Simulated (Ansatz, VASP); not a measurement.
## SnO: VASP beside Ansatz

```
Sn O
1.0
     3.13854    0.00000    0.00000
     0.00000    3.13854    0.00000
     0.00000    0.00000    3.13854
Sn O
1 1
Direct
  0.50000 0.50000 0.50000
  0.00000 0.00000 0.00000
```

Change from the starting cell: species swapped into the AlFe type (Pm-3m, No. 221).

Alike in both runs: functional PBE; k mesh 6 × 6 × 6; occupations gaussian, width 0.1 eV; no spin polarisation.

Ansatz relaxed the structure, and its values are those at the end. VASP's run is a single point on that final structure, the one shown.

|  | VASP | Ansatz |
| --- | --- | --- |
| version | VASP 6.6.1 | Ansatz 0.2.0 |
| potentials or method | VASP PAW PBE potentials, release 64 (Sn_d, O), cutoff 520 eV | scalar-relativistic, plane waves, PAW |
| valence electrons in the cell | 20 | 20 |

```tsv
	VASP	Ansatz	Ansatz less VASP
gap on the k mesh at the Fermi level (eV)	0.30	0.31	+0.005
least direct gap on the mesh (eV)	0.91	0.92	+0.001
pressure (GPa)	-0.4	-0.3	+0.03
```

The functional is the same, so the differences come from potentials, cutoffs and numerics.
